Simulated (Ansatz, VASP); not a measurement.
## Ta2SiO3: VASP beside Ansatz

```
CELL_PARAMETERS angstrom
5.03019 0.00000 0.00000
-2.51509 4.35627 0.00000
0.00000 0.00000 3.21795
ATOMIC_POSITIONS crystal
Ta 0.33333 0.66667 0.50000
Ta 0.66667 0.33333 0.50000
Si 0.00000 0.00000 0.00000
O 0.59366 0.00000 0.00000
O 0.00000 0.59366 0.00000
O 0.40634 0.40634 0.00000
```

Alike in both runs: functional PBE; k mesh 6 × 6 × 6; occupations gaussian, width 0.1 eV; no spin polarisation.

Ansatz relaxed the structure, and its values are those at the end. VASP's run is a single point on that final structure, the one shown.

```csv
,VASP,Ansatz
version,VASP 6.6.1,Ansatz 0.2.0
potentials or method,"VASP PAW PBE potentials, release 64 (Ta_pv, Si, O), cutoff 520 eV","scalar-relativistic, plane waves, PAW"
valence electrons in the cell,44,48
```

```tsv
	VASP	Ansatz	Ansatz less VASP
gap on the k mesh at the Fermi level (eV)	0.68	0.68	+0.001
least direct gap on the mesh (eV)	0.68	0.68	+0.001
pressure (GPa)	0.4	0.0	-0.42
rms of the force components (eV/Å)	0.001	0.005	+0.0043
```

With one functional, cell and mesh, what is left measures potentials, basis and numerics. VASP's potentials hold 44 valence electrons a cell and Ansatz's 48, so a difference there can come from the potentials and not from the codes.

Neither program's run includes spin-orbit coupling.
